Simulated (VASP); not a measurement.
# MgS (Fm-3m) in VASP: a series of runs

MgS is run at these levels: r2SCAN; tasks: single point.

Everything below comes from runs of VASP 6.6.1. Logs are shortened: lines on timing, memory, paths and dates and some standing lists are left out, and cuts for length are marked.

## Step 1: The cell of the first run

Symmetry: Fm-3m, No. 225, cubic system. Conventional cell: a = 5.203 Å, b = 5.203 Å, c = 5.203 Å, α = 90.00°, β = 90.00°, γ = 90.00°. Mg (site symmetry m-3m) has 6 S at 2.60 Å within 3.4 Å. Within 3.4 Å of S (site symmetry m-3m) lie 6 Mg at 2.60 Å.

## Step 2: Single point, r2SCAN

Input file POSCAR:

```
MgS
1.0
    0.0000000000      2.6015179373      2.6015179373
    2.6015179373      0.0000000000      2.6015179373
    2.6015179373      2.6015179373      0.0000000000
Mg S
1 1
Direct
    0.0000000000      0.0000000000      0.0000000000
    0.5000000000      0.5000000000      0.5000000000
```

Input file INCAR.step1:

```
SYSTEM = MgS
ALGO     = Normal         ! electronic algorithm
EDIFF    = 1E-5           ! SCF threshold, eV
ENCUT    = 660            ! plane-wave cutoff, eV
GGA      = PE             ! functional
GGA_COMPAT= .False.      
ISMEAR   = 0              ! smearing method
LASPH    = .True.         ! aspherical terms in the spheres
LCHARG   = .False.        ! write CHGCAR
LREAL    = .False.        ! projectors in reciprocal space
LWAVE    = .True.         ! write WAVECAR
NBANDS   = 11             ! bands
NELM     = 120            ! most SCF steps
PREC     = Accurate       ! precision mode
SIGMA    = 0.01           ! smearing width, eV
```

Input file INCAR.step2:

```
SYSTEM = MgS
ALGO     = Normal         ! electronic algorithm
EDIFF    = 1E-6           ! SCF threshold, eV
ENCUT    = 660            ! plane-wave cutoff, eV
GGA_COMPAT= .False.      
ISIF     = 2              ! what is computed and relaxed
ISMEAR   = 0              ! smearing method
ISTART   = 1            
LASPH    = .True.         ! aspherical terms in the spheres
LCHARG   = .True.         ! write CHGCAR
LELF     = .True.         ! ELF
LMIXTAU  = .True.       
LREAL    = .False.        ! projectors in reciprocal space
LVHAR    = .True.       
LWAVE    = .False.        ! write WAVECAR
METAGGA  = R2SCAN         ! meta-GGA
NBANDS   = 11             ! bands
NELM     = 120            ! most SCF steps
PREC     = Accurate       ! precision mode
SIGMA    = 0.01           ! smearing width, eV
```

Input file KPOINTS:

```
k-points
0
Gamma
  4 4 4
  0 0 0
```

Potentials or basis: VASP PAW PBE potentials, release 64 (Mg, S).

Started as:

```sh
$ cat potpaw_PBE.64/Mg/POTCAR potpaw_PBE.64/S/POTCAR > POTCAR
$ cp INCAR.step1 INCAR
$ mpirun -np 1 vasp_std > vasp.out
$ cp INCAR.step2 INCAR
$ mpirun -np 1 vasp_std > vasp.out
```

OUTCAR:

```text
SYSTEM = MgS
   EDIFF = 1E-6
   ENCUT = 660
   ISIF = 2
   ISMEAR = 0
   ISTART = 1
   LASPH = .True.
   LREAL = .False.
   METAGGA = R2SCAN
   NELM = 120
   PREC = Accurate

 ion  position               nearest neighbor table
   1  0.000  0.000  0.000-   2 2.60   2 2.60   2 2.60   2 2.60   2 2.60   2 2.60
   2  0.500  0.500  0.500-   1 2.60   1 2.60   1 2.60   1 2.60   1 2.60   1 2.60

  LATTYP: Found a face centered cubic cell.
 ALAT       =     5.2030358746

  Lattice vectors:

 A1 = (   0.0000000000,   2.6015179373,   2.6015179373)
 A2 = (   2.6015179373,   0.0000000000,   2.6015179373)
 A3 = (   2.6015179373,   2.6015179373,   0.0000000000)

Analysis of symmetry for initial positions (statically):
=====================================================================
 Subroutine PRICEL returns:
 Original cell was already a primitive cell.

 Routine SETGRP: Setting up the symmetry group for a
 face centered cubic supercell.

 Subroutine GETGRP returns: Found 48 space group operations
 (whereof 48 operations were pure point group operations)
 out of a pool of 48 trial point group operations.

The static configuration has the point symmetry O_h .

Analysis of symmetry for dynamics (positions and initial velocities):
=====================================================================
 Subroutine PRICEL returns:
 Original cell was already a primitive cell.

 Routine SETGRP: Setting up the symmetry group for a
 face centered cubic supercell.

 Subroutine GETGRP returns: Found 48 space group operations
 (whereof 48 operations were pure point group operations)
 out of a pool of 48 trial point group operations.

The dynamic configuration has the point symmetry O_h .

 Subroutine INISYM returns: Found 48 space group operations
 (whereof 48 operations are pure point group operations),
 and found     1 'primitive' translations

----------------------------------------------------------------------------------------

                                     Primitive cell

  volume of cell :      35.2136

  direct lattice vectors                    reciprocal lattice vectors
     0.000000000  2.601517937  2.601517937    -0.192195484  0.192195484  0.192195484
     2.601517937  0.000000000  2.601517937     0.192195484 -0.192195484  0.192195484
     2.601517937  2.601517937  0.000000000     0.192195484  0.192195484 -0.192195484

  length of vectors
     3.679101950  3.679101950  3.679101950     0.332892344  0.332892344  0.332892344

  position of ions in fractional coordinates (direct lattice)
     0.000000000  0.000000000  0.000000000
     0.500000000  0.500000000  0.500000000

  ion indices of the primitive-cell ions
   primitive index   ion index
                 1           1
                 2           2

----------------------------------------------------------------------------------------

 KPOINTS: k-points

Automatic generation of k-mesh.
 Grid dimensions read from file:
 generate k-points for:    4    4    4

 Generating k-lattice:

  Cartesian coordinates                     Fractional coordinates (reciprocal lattice)
    -0.048048871  0.048048871  0.048048871     0.250000000  0.000000000  0.000000000
     0.048048871 -0.048048871  0.048048871     0.000000000  0.250000000  0.000000000
     0.048048871  0.048048871 -0.048048871     0.000000000  0.000000000  0.250000000

  Length of vectors
     0.083223086  0.083223086  0.083223086

  Shift w.r.t. Gamma in fractional coordinates (k-lattice)
     0.000000000  0.000000000  0.000000000

 Subroutine IBZKPT returns following result:
 ===========================================

 Found      8 irreducible k-points:

 Following reciprocal coordinates:
            Coordinates               Weight
  0.000000  0.000000  0.000000      1.000000
  0.250000  0.000000  0.000000      8.000000
  0.500000  0.000000  0.000000      4.000000
  0.250000  0.250000  0.000000      6.000000
  0.500000  0.250000  0.000000     24.000000
 -0.250000  0.250000  0.000000     12.000000
  0.500000  0.500000  0.000000      3.000000
 -0.250000  0.500000  0.250000      6.000000
   k-points           NKPTS =      8   k-points in BZ     NKDIM =      8   number of bands    NBANDS=     11
   number of dos      NEDOS =    301   number of ions     NIONS =      2
   total plane-waves  NPLWV =  32768
   dimension x,y,z NGX =    32 NGY =   32 NGZ =   32
   dimension x,y,z NGXF=    64 NGYF=   64 NGZF=   64
   ions per type =               1   1
   NGX,Y,Z   is equivalent  to a cutoff of  14.46, 14.46, 14.46 a.u.
   NGXF,Y,Z  is equivalent  to a cutoff of  28.92, 28.92, 28.92 a.u.
 SYSTEM =  MgS
   PREC   = accura    normal or accurate (medium, high low for compatibility)
   ISTART =      1    job   : 0-new  1-cont  2-samecut
   ICHARG =      0    charge: 1-file 2-atom 10-const
   ISPIN  =      1    spin polarized calculation?
   LNONCOLLINEAR =      F non collinear calculations
   LSORBIT =      F    spin-orbit coupling
   LASPH  =      T    aspherical Exc in radial PAW
   ENCUT  =  660.0 eV  48.51 Ry    6.96 a.u.   7.71  7.71  7.71*2*pi/ulx,y,z
   NELM   =    120;   NELMIN=  2; NELMDL=  0     # of ELM steps
   EDIFF  = 0.1E-05   stopping-criterion for ELM
   LREAL  =      F    real-space projection
   EDIFFG = 0.1E-04   stopping-criterion for IOM
   NSW    =      0    number of steps for IOM
   IBRION =     -1    ionic relax: 0-MD 1-quasi-New 2-CG
   NFREE  =      0    steps in history (QN), initial steepest desc. (CG)
   ISIF   =      2    stress and relaxation
   ISYM   =      2    0-nonsym 1-usesym 2-fastsym
   POTIM  = 0.5000    time-step for ionic-motion
   TEBEG  =    0.0;   TEEND  =   0.0 temperature during run
   PSTRESS=    0.0 pullay stress
   NELECT =       8.0000    total number of electrons
   NUPDOWN=      -1.0000    fix difference up-down
   EMIN   =  10.00;   EMAX   =-10.00  energy-range for DOS
   EFERMI =   0.00;   METHOD = LEGACY
   ISMEAR =     0;   SIGMA  =   0.01  broadening in eV -4-tet -1-fermi 0-gaus
   EFERMI_NEDOS =   21; number of points for ismear=-14 and -15
   IALGO  =     38    algorithm
   IMIX   =      4    mixing-type and parameters
     AMIX     =   0.40;   BMIX     =  1.00
     AMIX_MAG =   1.60;   BMIX_MAG =  1.00
  volume/ion in A,a.u.               =      17.61       118.82
  Fermi-wavevector in a.u.,A,eV,Ry     =   0.998929  1.887702 13.576701  0.997859
  Thomas-Fermi vector in A             =   2.131185
   LORBIT       =      0    0 simple, 1 ext, 2 COOP (PROOUT), +10 PAW based schemes
   METAGGA = R2SCAN    functional components
   LHFCALC =     F    Hartree Fock is set to
   AEXX    =    0.0000 exact exchange contribution
   IVDW    =     0    specifies the selected vdW correction
   LEPSILON=     F    determine dielectric tensor
   LRPA    =     F    only Hartree local field effects (RPA)
 non-spin polarized calculation
 Gauss-broadening in eV      SIGMA  =   0.01
  energy-cutoff  :      660.00
  volume of cell :       35.21
 maximum number of plane-waves:      1380
 NGX is ok and might be reduce to    32
   NGX = 15   NGY = 15   NGZ = 15

 number of electron       8.0000001 magnetization

 Free energy of the ion-electron system (eV)
  ---------------------------------------------------
  ext. energy  EPLUGINS =         0.00000000
  ---------------------------------------------------
  free energy    TOTEN  =       -15.47140435 eV

  energy without entropy =      -15.47140435  energy(sigma->0) =      -15.47140435

 E-fermi :   3.5690     XC(G=0): -10.0828

 val. band max:        3.5166375027   @ k =   0.0000   0.0000   0.0000
 cond. band min:       6.9308040990   @ k =   0.5000   0.5000   0.0000
 fundamental gap:      3.4141665963
 Fermi energy:         3.5689613918

 k-point     1 :       0.0000    0.0000    0.0000
  band No.  band energies     occupation
      1      -9.6666      2.00000
      2       3.5166      2.00000
      3       3.5166      2.00000
      4       3.5166      2.00000
      5       8.1232      0.00000
      6      12.0333      0.00000
      7      12.0333      0.00000
      8      12.0333      0.00000
      9      14.4444      0.00000
     10      14.4444      0.00000
     11      17.0385      0.00000

 k-point     2 :       0.2500    0.0000    0.0000
  band No.  band energies     occupation
      1      -9.0916      2.00000
      2       0.7132      2.00000
      3       3.1792      2.00000
      4       3.1792      2.00000
      5       9.2122      0.00000
      6      11.9288      0.00000
      7      11.9288      0.00000
      8      12.6342      0.00000
      9      14.4727      0.00000
     10      14.4727      0.00000
     11      16.4603      0.00000

 k-point     3 :       0.5000    0.0000    0.0000
  band No.  band energies     occupation
      1      -8.3308      2.00000
      2      -1.3691      2.00000
      3       2.8957      2.00000
      4       2.8957      2.00000
      5       8.7203      0.00000
      6      11.0020      0.00000
      7      11.0020      0.00000
      8      14.7353      0.00000
      9      16.7363      0.00000
     10      18.5974      0.00000
     11      18.5974      0.00000

 k-point     4 :       0.2500    0.2500    0.0000
  band No.  band energies     occupation
      1      -8.9102      2.00000
      2       0.9743      2.00000
      3       2.5215      2.00000
      4       2.5215      2.00000
      5       9.2138      0.00000
      6       9.6912      0.00000
      7      12.5961      0.00000
      8      14.4356      0.00000
      9      14.4356      0.00000
     10      15.4712      0.00000
     11      19.9811      0.00000

 k-point     5 :       0.5000    0.2500    0.0000
  band No.  band energies     occupation
      1      -8.1585      2.00000
      2      -0.5738      2.00000
      3       1.2805      2.00000
      4       2.2742      2.00000
      5       8.5463      0.00000
      6      10.8948      0.00000
      7      13.1231      0.00000
      8      13.1590      0.00000
      9      17.2863      0.00000
     10      18.8122      0.00000
     11      20.1992      0.00000

 k-point     6 :      -0.2500    0.2500    0.0000
  band No.  band energies     occupation
      1      -8.4033      2.00000
      2      -0.2020      2.00000
      3       1.1471      2.00000
      4       2.8575      2.00000
      5       9.8324      0.00000
      6      11.9497      0.00000
      7      12.0782      0.00000
      8      12.1190      0.00000
      9      14.7127      0.00000
     10      18.7277      0.00000
     11      19.9105      0.00000

 k-point     7 :       0.5000    0.5000    0.0000
  band No.  band energies     occupation
      1      -7.9446      2.00000
      2      -0.7625      2.00000
      3       1.7846      2.00000
      4       1.7846      2.00000
      5       6.9308      0.00000
      6       8.4264      0.00000
      7      16.6548      0.00000
      8      16.9899      0.00000
      9      18.0412      0.00000
     10      18.0412      0.00000
     11      20.1182      0.00000

 k-point     8 :      -0.2500    0.5000    0.2500
  band No.  band energies     occupation
      1      -7.9006      2.00000
      2       0.2275      2.00000
      3       0.2275      2.00000
      4       1.1618      2.00000
      5       9.4055      0.00000
      6      12.1346      0.00000
      7      12.1346      0.00000
      8      12.3077      0.00000
      9      19.0146      0.00000
     10      19.0146      0.00000
     11      20.1870      0.00000

------------------------ aborting loop because EDIFF is reached ----------------------------------------

  FORCE on cell =-STRESS in cart. coord.  units (eV):
  Direction    XX          YY          ZZ          XY          YZ          ZX
  --------------------------------------------------------------------------------------
  -------------------------------------------------------------------------------------
  Total       -0.0230294     -0.0230294     -0.0230294     -0.0000000     -0.0000000     -0.0000000
  in kB       -1.0478102     -1.0478102     -1.0478102     -0.0000000     -0.0000000     -0.0000000
  external PRESSURE =      -1.0478102 kB  Pullay stress =       0.0000000 kB

 VOLUME and BASIS-vectors are now :
 -----------------------------------------------------------------------------
  energy-cutoff  :      660.00
  volume of cell :       35.21
      direct lattice vectors                 reciprocal lattice vectors
     0.000000000  2.601517937  2.601517937    -0.192195484  0.192195484  0.192195484
     2.601517937  0.000000000  2.601517937     0.192195484 -0.192195484  0.192195484
     2.601517937  2.601517937  0.000000000     0.192195484  0.192195484 -0.192195484

 POSITION                                       TOTAL-FORCE (eV/Angst)
 -----------------------------------------------------------------------------------
      0.00000      0.00000      0.00000         0.000000      0.000000      0.000000
      2.60152      2.60152      2.60152         0.000000     -0.000000     -0.000000
 -----------------------------------------------------------------------------------
    total drift:                               -0.000000     -0.000000      0.000000

  FREE ENERGIE OF THE ION-ELECTRON SYSTEM (eV)
  ---------------------------------------------------
  free  energy   TOTEN  =       -15.4714043527 eV

  energy  without entropy=      -15.4714043527  energy(sigma->0) =      -15.47140435
```

Wall time 24 s (1 thread of Intel Xeon Platinum 8259CL at 2.50GHz (Skylake/Cascade Lake), shared host); peak memory 0.19 GiB.

What came out:

```yaml
Free_energy: -15.4714 eV
Pressure: -0.1 GPa
Band_gap_on_the_k_mesh: 3.41 eV (least direct gap 4.61 eV)
```

Levels at points of the mesh, in eV from the valence-band top:
| k point | band 2 | band 3 | band 4 | band 5 | band 6 | band 7 |
| --- | --- | --- | --- | --- | --- | --- |
| (0.00, 0.00, 0.00) | 0.00 | 0.00 | 0.00 | 4.61 | 8.52 | 8.52 |
| (0.50, 0.00, 0.00) | -4.89 | -0.62 | -0.62 | 5.20 | 7.49 | 7.49 |
| (0.50, 0.50, 0.00) | -4.28 | -1.73 | -1.73 | 3.41 | 4.91 | 13.14 |

Caveat: the k points lie up to 0.52 Å⁻¹ apart; the PAW data sets were made with another functional, which shifts forces and pressure a little. A k mesh can miss the band edges.

(Part 1 of 2 ends here.)
